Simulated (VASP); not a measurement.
Crystal: Pt.

```
Pt
1.0
    -1.55188    1.55188    1.55188
     1.55188   -1.55188    1.55188
     1.55188    1.55188   -1.55188
Pt
1
Cartesian
  0.0000 0.0000 0.0000
```

This cell differs from its parent crystal: volume scaled by 0.94.

Base run:

- Program: VASP 6.6.1
- Functional: PBEsol
- Potentials or basis: VASP PAW PBE potentials, release 64 (Pt)
- Cutoff: 520 eV
- k mesh: 12 × 12 × 12
- Occupations: fermi-dirac, width 0.05 eV
- Spin: no spin polarisation

Its results: band gap on the k mesh zero (band 5 reaches 12.17 eV, above the bottom of band 6 at 9.79 eV); pressure 4.3 GPa.

The run is repeated on the same cell with these changes: functional from PBEsol to PBE. What comes out?

Band gap on the k mesh zero (band 5 reaches 12.35 eV, above the bottom of band 6 at 9.95 eV); pressure 15.2 GPa.

PBE binds less tightly than PBEsol, so the same cell stands under more pressure.

Caveats: spin-orbit coupling is left out, which moves the levels of the heavy elements; the PAW data sets were made with another functional, which shifts forces and pressure a little (some runs).
